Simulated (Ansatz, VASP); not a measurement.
**One calculation of CdS, two programs**

Contents of INCAR:

```
SYSTEM = CdS
ALGO     = Normal         ! electronic algorithm
EDIFF    = 1E-7           ! SCF threshold, eV
ENCUT    = 520            ! plane-wave cutoff, eV
GGA      = PS             ! functional
GGA_COMPAT= .False.      
ISIF     = 2              ! what is computed and relaxed
ISMEAR   = 0              ! smearing method
LASPH    = .True.         ! aspherical terms in the spheres
LCHARG   = .False.        ! write CHGCAR
LORBIT   = 11             ! projections on sites
LORBMOM  = .True.       
LREAL    = .False.        ! projectors in reciprocal space
LSORBIT  = .True.         ! spin-orbit coupling
LWAVE    = .False.        ! write WAVECAR
MAGMOM   = 0 0 0 0 0 0 0 0 0 0 0 0 ! initial moments
NBANDS   = 50             ! bands
NELM     = 150            ! most SCF steps
PREC     = Accurate       ! precision mode
SIGMA    = 0.01           ! smearing width, eV
```

File KPOINTS:

```
k-points
0
Gamma
  6 6 4
  0 0 0
```

POSCAR

```
CdS
1.0
    4.1500000000      0.0000000000      0.0000000000
   -2.0750000000      3.5940050000      0.0000000000
    0.0000000000      0.0000000000      6.7370000000
Cd S
2 2
Direct
    0.3333333333      0.6666666667      0.0000000000
    0.6666666667      0.3333333333      0.5000000000
    0.3333333333      0.6666666667      0.3750000000
    0.6666666667      0.3333333333      0.8750000000
```

Input for Ansatz:

```yaml
crystal:
  lattice:
    - [4.15, 0.0, 0.0]
    - [-2.075, 3.594005, 0.0]
    - [0.0, 0.0, 6.737]
  atoms:
    - { symbol: Cd, position: [0.3333333333333333, 0.6666666666666666, 0.0] }
    - { symbol: Cd, position: [0.6666666666666666, 0.3333333333333333, 0.5] }
    - { symbol: S, position: [0.3333333333333333, 0.6666666666666666, 0.375] }
    - { symbol: S, position: [0.6666666666666666, 0.3333333333333333, 0.875] }
kpoints:
  mp_grid:
    grid: [6, 6, 4]
    shift: [0.0, 0.0, 0.0]
hamiltonian:
  xc: pbesol
magnetization:
  noncollinear: true
  spin_orbit: true
scf:
  occupations:
    method: fixed
output:
  eigenvalues: true
```

Alike in both runs: task single point; functional PBEsol; k mesh 6 × 6 × 4; non-collinear spin, spin-orbit coupling.

|  | VASP | Ansatz |
| --- | --- | --- |
| version | VASP 6.6.1 | Ansatz 0.2.0 |
| potentials or method | VASP PAW PBE potentials, release 64 (Cd, S) | plane waves, PAW |
| plane-wave cutoff (eV) | 520 | 420 |
| occupations | gaussian, width 0.01 eV | fixed |
| valence electrons in the cell | 36 | 52 |

```tsv
	VASP	Ansatz	Ansatz less VASP
net moment per atom (μB)	0.00	0.00	0.000
```

VASP's potentials were made for PBE, not for PBEsol. VASP's potentials hold 36 valence electrons a cell and Ansatz's 52, so a difference there can come from the potentials and not from the codes.
